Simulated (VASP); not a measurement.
**TiHgS3: single point with LDA**

TiHgS3:

```
CELL_PARAMETERS angstrom
4.63488 0.00000 0.00000
0.00000 4.63488 0.00000
0.00000 0.00000 4.63488
ATOMIC_POSITIONS crystal
Hg 0.00000 0.00000 0.00000
Ti 0.50000 0.50000 0.50000
S 0.50000 0.50000 0.00000
S 0.50000 0.00000 0.50000
S 0.00000 0.50000 0.50000
```

```json
{"Program": "VASP 6.6.1", "Task": "single point", "Functional": "LDA", "Potentials or basis": "VASP PAW LDA potentials, release 64 (Hg, Ti_sv, S)", "Cutoff": "500 eV", "k mesh": "4 × 4 × 4", "Occupations": "gaussian, width 0.05 eV", "Spin": "no spin polarisation"}
```

The pressure is 0.2 GPa and the band gap on the k mesh is zero (bands 21 and 22 overlap by 0.88 eV).

Levels at points of the mesh, in eV from the Fermi level:
| k point | band 17 | band 18 | band 19 | band 20 | band 21 | band 22 | band 23 | band 24 | band 25 | band 26 |
| --- | --- | --- | --- | --- | --- | --- | --- | --- | --- | --- |
| (0.00, 0.00, 0.00) | -0.81 | -0.81 | -0.81 | -0.01 | -0.01 | -0.01 | 0.36 | 0.36 | 0.36 | 2.04 |
| (0.50, 0.00, 0.00) | -2.67 | -2.67 | -0.96 | -0.03 | -0.03 | 0.36 | 1.44 | 2.05 | 2.41 | 2.41 |
| (0.50, 0.50, 0.00) | -2.07 | -2.07 | -2.04 | -2.04 | 0.01 | 0.82 | 2.51 | 2.51 | 2.76 | 3.09 |
| (0.50, 0.50, 0.50) | -3.50 | -3.50 | -2.22 | 0.75 | 0.75 | 0.75 | 2.42 | 2.42 | 2.42 | 6.83 |

It took 9.8 s on 1 thread of Intel(R) Xeon(R) 6975P-C (Granite Rapids), with other jobs on the host, peak memory 0.18 GiB.

Caveat: spin-orbit coupling is left out, which moves the levels of the heavy elements.
